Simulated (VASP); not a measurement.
# ZnO (P6_3mc) in VASP: a series of runs

Runs on ZnO. Level: PBE. Tasks: single point, relaxation of the atoms.

Everything below comes from runs of VASP 6.6.1. Logs are shortened: lines on timing, memory, paths and dates and some standing lists are left out, and cuts for length are marked.

### 1 The cell of the first run

The structure is hexagonal, space group P6_3mc (No. 186). Conventional cell: a = 3.231 Å, b = 3.231 Å, c = 5.207 Å, α = 90.00°, β = 90.00°, γ = 120.00°. Within 2.6 Å of Zn (site symmetry 3m) lie 4 O at 1.97 to 1.98 Å. Within 2.6 Å of O (site symmetry 3m) lie 4 Zn at 1.97 to 1.98 Å.

### 2 Single point, PBE

INCAR

```
PREC = Accurate ; ENCUT = 520
EDIFF = 1E-6 ; ISMEAR = 0
SIGMA = 0.05 ; LREAL = F
LASPH = T ; NELM = 100
ALGO = Normal ; ISIF = 2
LWAVE = F ; LCHARG = T
GGA = PE ; LELF = T
LVHAR = T ; NBANDS = 26
```

KPOINTS

```
Automatic mesh
0
Gamma
  8 8 5
```

POSCAR

```
ZnO
1.0
    3.2305000018      0.0000000000      0.0000000000
   -1.6152500009      2.7976950685      0.0000000000
    0.0000000000      0.0000000000      5.2070000000
Zn O
2 2
Direct
    0.3333333333      0.6666666667      0.0013341994
    0.6666666667      0.3333333333      0.5013341994
    0.3333333333      0.6666666667      0.3806658006
    0.6666666667      0.3333333333      0.8806658006
```

Potentials or basis: VASP PAW PBE potentials, release 64 (Zn, O).

Launch:

```console
$ cat potpaw_PBE.64/Zn/POTCAR potpaw_PBE.64/O/POTCAR > POTCAR
$ mpirun -np 1 vasp_std > vasp.out
```

OUTCAR:

```text
PREC = Accurate
   ENCUT = 520
   EDIFF = 1E-6
   ISMEAR = 0
   LREAL = F
   LASPH = T
   NELM = 100
   ISIF = 2
   GGA = PE

 ion  position               nearest neighbor table
   1  0.333  0.667  0.001-   4 1.97   4 1.97   4 1.97   3 1.98
   2  0.667  0.333  0.501-   3 1.97   3 1.97   3 1.97   4 1.98
   3  0.333  0.667  0.381-   2 1.97   2 1.97   2 1.97   1 1.98
   4  0.667  0.333  0.881-   1 1.97   1 1.97   1 1.97   2 1.98

  LATTYP: Found a hexagonal cell.
 ALAT       =     3.2305000018
 C/A-ratio  =     1.6118247940

  Lattice vectors:

 A1 = (   3.2305000018,   0.0000000000,   0.0000000000)
 A2 = (  -1.6152500009,   2.7976950685,   0.0000000000)
 A3 = (   0.0000000000,   0.0000000000,   5.2070000000)

Analysis of symmetry for initial positions (statically):
=====================================================================
 Subroutine PRICEL returns:
 Original cell was already a primitive cell.

 Routine SETGRP: Setting up the symmetry group for a
 hexagonal supercell.

 Subroutine GETGRP returns: Found 12 space group operations
 (whereof  6 operations were pure point group operations)
 out of a pool of 24 trial point group operations.

The static configuration has the point symmetry C_3v.
 The point group associated with its full space group is C_6v.

Analysis of symmetry for dynamics (positions and initial velocities):
=====================================================================
 Subroutine PRICEL returns:
 Original cell was already a primitive cell.

 Routine SETGRP: Setting up the symmetry group for a
 hexagonal supercell.

 Subroutine GETGRP returns: Found 12 space group operations
 (whereof  6 operations were pure point group operations)
 out of a pool of 24 trial point group operations.

The dynamic configuration has the point symmetry C_3v.
 The point group associated with its full space group is C_6v.

 Subroutine INISYM returns: Found 12 space group operations
 (whereof  6 operations are pure point group operations),
 and found     1 'primitive' translations

----------------------------------------------------------------------------------------

                                     Primitive cell

  volume of cell :      47.0606

  direct lattice vectors                    reciprocal lattice vectors
     3.230500002  0.000000000  0.000000000     0.309549605  0.178718548  0.000000000
    -1.615250001  2.797695068  0.000000000     0.000000000  0.357437096  0.000000000
     0.000000000  0.000000000  5.207000000     0.000000000  0.000000000  0.192049165

  length of vectors
     3.230500002  3.230500002  5.207000000     0.357437096  0.357437096  0.192049165

  position of ions in fractional coordinates (direct lattice)
     0.333333333  0.666666667  0.001334199
     0.666666667  0.333333333  0.501334199
     0.333333333  0.666666667  0.380665801
     0.666666667  0.333333333  0.880665801

  ion indices of the primitive-cell ions
   primitive index   ion index
                 1           1
                 2           2
                 3           3
                 4           4

----------------------------------------------------------------------------------------

 KPOINTS: Automatic mesh

Automatic generation of k-mesh.
 Grid dimensions read from file:
 generate k-points for:    8    8    5

 Generating k-lattice:

  Cartesian coordinates                     Fractional coordinates (reciprocal lattice)
     0.038693701  0.022339818  0.000000000     0.125000000 -0.000000000  0.000000000
     0.000000000  0.044679637  0.000000000     0.000000000  0.125000000  0.000000000
     0.000000000  0.000000000  0.038409833     0.000000000  0.000000000  0.200000000

  Length of vectors
     0.044679637  0.044679637  0.038409833

  Shift w.r.t. Gamma in fractional coordinates (k-lattice)
     0.000000000  0.000000000  0.000000000

 Subroutine IBZKPT returns following result:
 ===========================================

 Found     30 irreducible k-points:

 Following reciprocal coordinates:
            Coordinates               Weight
  0.000000  0.000000  0.000000      1.000000
  0.125000  0.000000  0.000000      6.000000
  0.250000  0.000000  0.000000      6.000000
  0.375000  0.000000  0.000000      6.000000
  0.500000  0.000000  0.000000      3.000000
  0.125000  0.125000  0.000000      6.000000
[... 16 lines left out ...]
  0.250000  0.000000  0.400000     12.000000
  0.375000  0.000000  0.400000     12.000000
 [... further k-points ...]
   k-points           NKPTS =     30   k-points in BZ     NKDIM =     30   number of bands    NBANDS=     26
   number of dos      NEDOS =    301   number of ions     NIONS =      4
   total plane-waves  NPLWV =  23040
   dimension x,y,z NGX =    24 NGY =   24 NGZ =   40
   dimension x,y,z NGXF=    48 NGYF=   48 NGZF=   80
   ions per type =               2   2
   NGX,Y,Z   is equivalent  to a cutoff of  12.35, 12.35, 12.77 a.u.
   NGXF,Y,Z  is equivalent  to a cutoff of  24.70, 24.70, 25.54 a.u.
 SYSTEM =  unknown system
   PREC   = accura    normal or accurate (medium, high low for compatibility)
   ISTART =      0    job   : 0-new  1-cont  2-samecut
   ICHARG =      2    charge: 1-file 2-atom 10-const
   ISPIN  =      1    spin polarized calculation?
   LNONCOLLINEAR =      F non collinear calculations
   LSORBIT =      F    spin-orbit coupling
   LASPH  =      T    aspherical Exc in radial PAW
   ENCUT  =  520.0 eV  38.22 Ry    6.18 a.u.   6.01  6.01  9.68*2*pi/ulx,y,z
   NELM   =    100;   NELMIN=  2; NELMDL= -5     # of ELM steps
   EDIFF  = 0.1E-05   stopping-criterion for ELM
   LREAL  =      F    real-space projection
   EDIFFG = 0.1E-04   stopping-criterion for IOM
   NSW    =      0    number of steps for IOM
   IBRION =     -1    ionic relax: 0-MD 1-quasi-New 2-CG
   NFREE  =      0    steps in history (QN), initial steepest desc. (CG)
   ISIF   =      2    stress and relaxation
   ISYM   =      2    0-nonsym 1-usesym 2-fastsym
   POTIM  = 0.5000    time-step for ionic-motion
   TEBEG  =    0.0;   TEEND  =   0.0 temperature during run
   PSTRESS=    0.0 pullay stress
   NELECT =      36.0000    total number of electrons
   NUPDOWN=      -1.0000    fix difference up-down
   EMIN   =  10.00;   EMAX   =-10.00  energy-range for DOS
   EFERMI =   0.00;   METHOD = LEGACY
   ISMEAR =     0;   SIGMA  =   0.05  broadening in eV -4-tet -1-fermi 0-gaus
   EFERMI_NEDOS =   21; number of points for ismear=-14 and -15
   IALGO  =     38    algorithm
   IMIX   =      4    mixing-type and parameters
     AMIX     =   0.40;   BMIX     =  1.00
     AMIX_MAG =   1.60;   BMIX_MAG =  1.00
  volume/ion in A,a.u.               =      11.77        79.40
  Fermi-wavevector in a.u.,A,eV,Ry     =   1.497234  2.829363 30.500323  2.241711
  Thomas-Fermi vector in A             =   2.609148
   LORBIT       =      0    0 simple, 1 ext, 2 COOP (PROOUT), +10 PAW based schemes
   GGA     = PE    functional components
   LHFCALC =     F    Hartree Fock is set to
   AEXX    =    0.0000 exact exchange contribution
   IVDW    =     0    specifies the selected vdW correction
   LEPSILON=     F    determine dielectric tensor
   LRPA    =     F    only Hartree local field effects (RPA)
 non-spin polarized calculation
 Gauss-broadening in eV      SIGMA  =   0.05
  energy-cutoff  :      520.00
  volume of cell :       47.06
 maximum number of plane-waves:      1285
   NGX = 13   NGY = 13   NGZ = 19

 number of electron      36.0000020 magnetization

 Free energy of the ion-electron system (eV)
  ---------------------------------------------------
  ext. energy  EPLUGINS =         0.00000000
  ---------------------------------------------------
  free energy    TOTEN  =       -17.79971767 eV

  energy without entropy =      -17.79971767  energy(sigma->0) =      -17.79971767

 E-fermi :   1.5582     XC(G=0): -10.9725

 val. band max:        1.3120412796   @ k =   0.0000   0.0000   0.0000
 cond. band min:       2.1099230954   @ k =   0.0000   0.0000   0.0000
 fundamental gap:      0.7978818158
 Fermi energy:         1.5582026158

 k-point     1 :       0.0000    0.0000    0.0000
  band No.  band energies     occupation
      1     -16.8761      2.00000
      2     -16.1372      2.00000
      3      -4.4443      2.00000
      4      -4.4443      2.00000
      5      -4.4223      2.00000
      6      -4.3956      2.00000
[... 18 lines left out ...]
     25      15.5501      0.00000
     26      15.5501      0.00000

 k-point     2 :       0.1250    0.0000    0.0000
  band No.  band energies     occupation
      1     -16.7895      2.00000
      2     -16.0990      2.00000
      3      -4.5446      2.00000
      4      -4.3947      2.00000
      5      -4.3477      2.00000
      6      -4.3099      2.00000
[... 18 lines left out ...]
     25      15.5623      0.00000
     26      15.7166      0.00000

 k-point     3 :       0.2500    0.0000    0.0000
  band No.  band energies     occupation
      1     -16.5655      2.00000
      2     -16.0134      2.00000
      3      -4.7159      2.00000
      4      -4.3623      2.00000
      5      -4.2868      2.00000
      6      -4.1687      2.00000
[... 18 lines left out ...]
     25      14.7497      0.00000
     26      15.5924      0.00000

 k-point     4 :       0.3750    0.0000    0.0000
  band No.  band energies     occupation
      1     -16.3069      2.00000
      2     -15.9510      2.00000
      3      -4.7637      2.00000
      4      -4.4315      2.00000
      5      -4.2058      2.00000
      6      -3.9564      2.00000
[... 18 lines left out ...]
     25      14.7204      0.00000
     26      15.5377      0.00000
[... 496 lines left out ...]
      1     -16.5578      2.00000
      2     -16.3443      2.00000
      3      -4.7103      2.00000
      4      -4.6867      2.00000
      5      -4.3444      2.00000
      6      -4.3419      2.00000
[... 18 lines left out ...]
     25      14.5505      0.00000
     26      14.8963      0.00000

 k-point    23 :       0.2500    0.0000    0.4000
  band No.  band energies     occupation
      1     -16.3755      2.00000
      2     -16.2046      2.00000
      3      -4.8272      2.00000
      4      -4.7631      2.00000
      5      -4.2042      2.00000
      6      -4.2034      2.00000
[... 18 lines left out ...]
     25      14.8345      0.00000
     26      15.0759      0.00000

 k-point    24 :       0.3750    0.0000    0.4000
  band No.  band energies     occupation
      1     -16.1783      2.00000
      2     -16.0679      2.00000
      3      -4.8875      2.00000
      4      -4.8146      2.00000
      5      -4.0749      2.00000
      6      -4.0142      2.00000
[... 18 lines left out ...]
     25      14.9414      0.00000
     26      15.1966      0.00000

 [... further k-points ...]

------------------------ aborting loop because EDIFF is reached ----------------------------------------

  FORCE on cell =-STRESS in cart. coord.  units (eV):
  Direction    XX          YY          ZZ          XY          YZ          ZX
  --------------------------------------------------------------------------------------
  -------------------------------------------------------------------------------------
  Total        2.2825377      2.2825377      2.3190398      0.0000000      0.0000000      0.0000000
  in kB       77.7089135     77.7089135     78.9516254      0.0000000      0.0000000      0.0000000
  external PRESSURE =      78.1231508 kB  Pullay stress =       0.0000000 kB

 VOLUME and BASIS-vectors are now :
 -----------------------------------------------------------------------------
  energy-cutoff  :      520.00
  volume of cell :       47.06
      direct lattice vectors                 reciprocal lattice vectors
     3.230500002  0.000000000  0.000000000     0.309549605  0.178718548  0.000000000
    -1.615250001  2.797695068  0.000000000     0.000000000  0.357437096  0.000000000
     0.000000000  0.000000000  5.207000000     0.000000000  0.000000000  0.192049165

 POSITION                                       TOTAL-FORCE (eV/Angst)
 -----------------------------------------------------------------------------------
     -0.00000      1.86513      0.00695        -0.000000      0.000000     -0.001053
      1.61525      0.93257      2.61045         0.000000     -0.000000     -0.001053
     -0.00000      1.86513      1.98213        -0.000000      0.000000      0.001053
      1.61525      0.93257      4.58563         0.000000     -0.000000      0.001053
 -----------------------------------------------------------------------------------
    total drift:                               -0.000000     -0.000000      0.002843

  FREE ENERGIE OF THE ION-ELECTRON SYSTEM (eV)
  ---------------------------------------------------
  free  energy   TOTEN  =       -17.7997176692 eV

  energy  without entropy=      -17.7997176692  energy(sigma->0) =      -17.79971767
```

Wall time 37 s (1 thread of Intel Xeon Platinum 8259CL at 2.50GHz (Skylake/Cascade Lake), shared host); peak memory 0.17 GiB.

Results:

```yaml
Free_energy: -17.7997 eV
Pressure: 7.8 GPa
Band_gap_on_the_k_mesh: 0.80 eV
```

Caveat: the cell stands under pressure; semilocal functionals underestimate gaps, and a narrow one can read as zero.

### 3 Relaxation of the atoms, PBE

INCAR

```
SYSTEM = ZnO
ALGO = Normal
EDIFF = 1E-6
EDIFFG = -0.003
ENCUT = 520
GGA = PE
IBRION = 2
ISIF = 2
ISMEAR = 0
LASPH = .TRUE.
LCHARG = .FALSE.
LREAL = .FALSE.
LWAVE = .FALSE.
NELM = 60
NSW = 80
PREC = Accurate
SIGMA = 0.05
```

KPOINTS

```
k-points
0
G
  8 8 5
  0 0 0
```

POSCAR

```
ZnO
1.0
    3.2305000000      0.0000000000      0.0000000000
   -1.6152500000      2.7976950700      0.0000000000
    0.0000000000      0.0000000000      5.2070000000
Zn O
2 2
Direct
    0.3333333333      0.6666666667      0.0000000000
    0.6666666667      0.3333333333      0.5000000000
    0.3333333333      0.6666666667      0.3820000000
    0.6666666667      0.3333333333      0.8820000000
```

Potentials or basis: VASP PAW PBE potentials, release 64 (Zn, O).

Launch:

```console
$ cat potpaw_PBE.64/Zn/POTCAR potpaw_PBE.64/O/POTCAR > POTCAR
$ mpirun -np 1 vasp_std > vasp.out
```

Wall time 58 s (1 thread of Intel Xeon Platinum 8259CL at 2.50GHz (Skylake/Cascade Lake), shared host); peak memory 0.17 GiB.

The run converged. Its results:

| Quantity | Value |
| --- | --- |
| Free energy | -17.7997 eV |
| Energy gained by relaxing | 0.3 meV/atom |
| Ionic steps | 3 |
| Pressure after relaxing | 7.8 GPa |
| Band gap on the k mesh | 0.80 eV |

Stress tensor (GPa, compression positive):
```
7.74 0.00 0.00
0.00 7.74 0.00
0.00 0.00 7.84
```

The path:
| step | energy change (eV) | largest force (eV/Å) | pressure (GPa) |
| --- | --- | --- | --- |
| 1 | 0.0000 | 0.0933 | 7.84 |
| 2 | -0.0011 | 0.0328 | 7.79 |
| 3 | -0.0013 | 0.0017 | 7.77 |

Final structure:
```
Zn O
1.0
     3.23050    0.00000    0.00000
    -1.61525    2.79770    0.00000
     0.00000    0.00000    5.20700
Zn O
2 2
Direct
  0.33333 0.66667 0.00130
  0.66667 0.33333 0.50130
  0.33333 0.66667 0.38070
  0.66667 0.33333 0.88070
```

Levels at points of the mesh, in eV from the valence-band top:
```
           k point  band 16  band 17  band 18  band 19  band 20  band 21
(0.00, 0.00, 0.00)    -0.09     0.00     0.00     0.80     5.26     8.24
(0.50, 0.00, 0.00)    -2.30    -1.31    -0.86     5.82     6.88     7.59
```

Caveat: semilocal functionals underestimate gaps, and a narrow one can read as zero.
